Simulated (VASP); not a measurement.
Set up this calculation in VASP 6.6.1, as the native input.

| Quantity | Value |
| --- | --- |
| Task | single point |
| Functional | PBE |
| Potentials or basis | VASP PAW PBE potentials, release 64 (Ge_d, Mo_sv) |
| Cutoff | 520 eV |
| k mesh | 12 × 12 × 16 |
| Occupations | gaussian, width 0.1 eV |
| Spin | no spin polarisation |
| Dipole correction | no |
| Further INCAR settings | ALGO = Fast; EDIFF = 1e-06; NBANDS = 28 |

The structure of GeMo2 lies in POSCAR:

```
GeMo2
1.0
    4.5676797259      0.0000000000      0.0000000000
   -2.2838398629      3.9557266790      0.0000000000
    0.0000000000      0.0000000000      2.6684091910
Ge Mo
1 2
Direct
    0.0000000000      0.0000000000      0.0000000000
    0.3333333333      0.6666666667      0.5000000000
    0.6666666667      0.3333333333      0.5000000000
```

The cell was generated, and may not be a known phase.

The input as run:

INCAR

```
SYSTEM = GeMo2
ALGO = Fast ; EDIFF = 1E-6
ENCUT = 520 ; GGA = PE
ISIF = 2 ; ISMEAR = 0
LASPH = .TRUE. ; LCHARG = .FALSE.
LREAL = .FALSE. ; LWAVE = .FALSE.
NBANDS = 28 ; NELM = 80
PREC = Accurate ; SIGMA = 0.1
```

KPOINTS

```
k-points
0
G
  12 12 16
  0 0 0
```

Potentials or basis: VASP PAW PBE potentials, release 64 (Ge_d, Mo_sv).

Command:

```sh
$ cat potpaw_PBE.64/Ge_d/POTCAR potpaw_PBE.64/Mo_sv/POTCAR > POTCAR
$ mpirun -np 1 vasp_std > vasp.out
```

Results of the run:

```json
{
 "Pressure": "0.4 GPa",
 "Band gap on the k mesh": "zero (bands 21 and 22 overlap by 1.70 eV)"
}
```

Wall time 2.4 min on 1 thread of Intel(R) Xeon(R) Platinum 8488C (Sapphire Rapids) (shared host), peak memory 0.32 GiB.
